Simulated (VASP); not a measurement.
Here is a VASP 6.6.1 calculation.

Contents of INCAR:

```
  PREC = Accurate
  ENCUT = 520
  EDIFF = 1E-7
  ISMEAR = -1
  SIGMA = 0.05
  LREAL = F
  LASPH = T
  NELM = 100
  ALGO = Normal
  ISIF = 2
  LWAVE = F
  LCHARG = F
  GGA = PE
  NBANDS = 21
```

KPOINTS

```
regular mesh
0
Gamma
  10 10 10
```

Contents of POSCAR:

```
Ge
1.0
    0.0000000000      2.8842501637      2.8842501637
    2.8842501637      0.0000000000      2.8842501637
    2.8842501637      2.8842501637      0.0000000000
Ge
2
Direct
    0.5000000000      0.5000000000      0.5000000000
    0.7500000000      0.7500000000      0.7500000000
```

Potentials or basis: VASP PAW PBE potentials, release 64 (Ge_d).

Launch:

```sh
$ cat potpaw_PBE.64/Ge_d/POTCAR > POTCAR
$ mpirun -np 1 vasp_std > vasp.out
```

Problem. What does it give for the pressure?

Solution. -0.3 GPa.

Problem. What does it give for the band gap on the k mesh?

Solution. Zero (filled and empty bands touch).
